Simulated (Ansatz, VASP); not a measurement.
## Two plane-wave programs on NbVS3

```
Nb V S
1.0
     4.15151    0.00000    0.00000
     0.00000    4.15151    0.00000
     0.00000    0.00000    4.15151
Nb V S
1 1 3
Direct
  0.00000 0.00000 0.00000
  0.50000 0.50000 0.50000
  0.00000 0.50000 0.50000
  0.50000 0.00000 0.50000
  0.50000 0.50000 0.00000
```

Alike in both runs: task single point; functional PBE; k mesh 4 × 4 × 4; occupations gaussian, width 0.1 eV; collinear spin.

|  | VASP | Ansatz |
| --- | --- | --- |
| version | VASP 6.6.1 | Ansatz 0.2.0 |
| potentials or method | VASP PAW PBE potentials, release 64 (Nb_sv, V_sv, S), cutoff 520 eV | scalar-relativistic, plane waves, PAW |
| valence electrons in the cell | 44 | 44 |

VASP gave:

| Property | Result |
| --- | --- |
| gap on the k mesh at the Fermi level (eV) | none |
| net moment per atom (μB) | 0.00 |
| size of the moment on the site where the two differ most (μB) | 0.00 |

Question: Which values does Ansatz return?

Answer: gap on the k mesh at the Fermi level (eV): none; net moment per atom (μB): 0.40; size of the moment on the site where the two differ most (μB): 1.09.

The net moments are unlike, so the other rows may belong to different states. Site moments also hang on the region over which each program counts them. A gap of «none» marks a metal or a gap that the smearing closes.

The k mesh is coarse, so the values compare programs but aren't converged.
